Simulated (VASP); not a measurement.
Here is a VASP 6.6.1 calculation.

INCAR

```
SYSTEM = ScRu3
  PREC = Accurate
  ENCUT = 600
  EDIFF = 1E-6
  ISMEAR = -1
  SIGMA = 0.05
  LREAL = .False.
  LASPH = .True.
  NELM = 200
  ALGO = Normal
  ISIF = 2
  LWAVE = .False.
  LCHARG = .True.
  LMAXMIX = 4
  LDAU = .True.
  LDAUTYPE = 2
  LDAUL = 2 2
  LDAUU = 3 3
  LDAUJ = 0 0
  LDAUPRINT = 1
  GGA = PS
  LELF = .True.
  LVHAR = .True.
  NBANDS = 38
  GGA_COMPAT = .False.
```

KPOINTS

```
regular mesh
0
Gamma
  7 7 7
  0 0 0
```

POSCAR

```
ScRu3
1.0
   -1.9136967557      1.9136967557      4.0315060665
    1.9136967557     -1.9136967557      4.0315060665
    1.9136967557      1.9136967557     -4.0315060665
Ru Sc
3 1
Direct
    0.5000000000      0.5000000000      0.0000000000
    0.2500000000      0.7500000000      0.5000000000
    0.7500000000      0.2500000000      0.5000000000
    0.0000000000      0.0000000000      0.0000000000
```

Potentials or basis: VASP PAW PBE potentials, release 64 (Ru_sv, Sc_sv).

Launch:

```console
$ cat potpaw_PBE.64/Ru_sv/POTCAR potpaw_PBE.64/Sc_sv/POTCAR > POTCAR
$ mpirun -np 1 vasp_std > vasp.out
```

(1) Predict the pressure.

(2) What does it give for the band gap on the k mesh?

Answers

(1) 1.8 GPa.

(2) zero (an odd number of electrons rules out a gap without spin polarisation).

Caveat: the PAW data sets were made with another functional, which shifts forces and pressure a little; U without spin polarisation on a metal has little footing; the U is typed as a test and isn't derived for this compound.
